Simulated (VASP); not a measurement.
Wanted: the native input for a VASP 6.6.1 run.

```
Task                   : single point
Functional             : PBE
Potentials or basis    : VASP PAW PBE potentials, release 64 (Nd, Be, F)
Cutoff                 : 600 eV
k mesh                 : 6 × 6 × 4
Occupations            : gaussian, width 0.1 eV
Spin                   : no spin polarisation
Dipole correction      : no
Further INCAR settings : ALGO = Normal; EDIFF = 1e-06; NBANDS = 23
```

The structure of NdBeF2 lies in POSCAR:

```
NdBeF2
1.0
    4.4897820200      0.0000000000      0.0000000000
   -2.2448910100      3.8882652900      0.0000000000
    0.0000000000      0.0000000000      5.3432125000
Nd Be F
1 1 2
Direct
    0.0000000000      0.0000000000      0.0000000000
    0.0000000000      0.0000000000      0.5000000000
    0.0000000000      0.0000000000      0.7268827900
    0.0000000000      0.0000000000      0.2731172100
```

The cell was generated, and may not be a known phase.

One way to write it, as run:

INCAR

```
SYSTEM = NdBeF2
  PREC = Accurate
  ENCUT = 600
  EDIFF = 1E-6
  ISMEAR = 0
  SIGMA = 0.1
  LREAL = .FALSE.
  LASPH = .TRUE.
  NELM = 200
  ALGO = Normal
  ISIF = 2
  LWAVE = .FALSE.
  LCHARG = .TRUE.
  GGA = PE
  LELF = .TRUE.
  LVHAR = .TRUE.
  NBANDS = 23
  GGA_COMPAT = .FALSE.
  LMAXMIX = 6
```

KPOINTS

```
regular mesh
0
G
  6 6 4
  0 0 0
```

Potentials or basis: VASP PAW PBE potentials, release 64 (Nd, Be, F).

Run with:

```sh
$ cat potpaw_PBE.64/Nd/POTCAR potpaw_PBE.64/Be/POTCAR potpaw_PBE.64/F/POTCAR > POTCAR
$ mpirun -np 1 vasp_std > vasp.out
```

It gave:

```yaml
Pressure: 86.8 GPa
Largest_force: 27.401 eV/Å
Band_gap_on_the_k_mesh: zero (bands 15 and 16 overlap by 0.12 eV)
```

Caveat: the stress differs along the axes, from -6 to 273 GPa; spin-orbit coupling is left out, which moves the levels of the heavy elements; the run has no spin polarisation, though such a crystal can be magnetic; semilocal functionals describe open f shells poorly, which spoils levels, moments and volumes; forces of over 1 eV/Å act on the atoms, so gaps and moduli don't describe the material at rest.

It took 3 min on 1 thread of Oxide Virtual Turin-like Processor, on a shared host, peak memory 0.24 GiB.
